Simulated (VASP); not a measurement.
Input of a VASP 6.6.1 run:

File INCAR:

```
SYSTEM = FeO
PREC = Accurate
ENCUT = 1340
EDIFF = 1E-6
ISMEAR = -1
SIGMA = 0.05
LREAL = .FALSE.
LASPH = .TRUE.
NELM = 200
ALGO = Normal
ISIF = 2
LWAVE = .FALSE.
LCHARG = .FALSE.
ISPIN = 2
MAGMOM = 3 0
LORBIT = 11
LMAXMIX = 4
GGA = PE
NBANDS = 22
GGA_COMPAT = .FALSE.
```

The input KPOINTS:

```
regular mesh
0
G
  10 10 10
  0 0 0
```

POSCAR

```
FeO
1.0
    2.6637075329      0.0000000000      0.0000000000
    0.0000000000      2.6637075329      0.0000000000
    0.0000000000      0.0000000000      2.6637075329
Fe O
1 1
Direct
    0.0000000000      0.0000000000      0.0000000000
    0.5000000000      0.5000000000      0.5000000000
```

Potentials or basis: VASP PAW PBE potentials, release 64 (Fe_sv, O_h).

Launch:

```sh
$ cat potpaw_PBE.64/Fe_sv/POTCAR potpaw_PBE.64/O_h/POTCAR > POTCAR
$ mpirun -np 1 vasp_std > vasp.out
```

(1) Estimate the net moment.

(2) Estimate the site moments.

## Answers

(1) 4.00 μB per cell.

(2) Fe +3.42; O +0.28 μB.

Caveat: the cell stands under tension; a cell with one magnetic atom can't hold antiferromagnetic order, which such compounds often take.
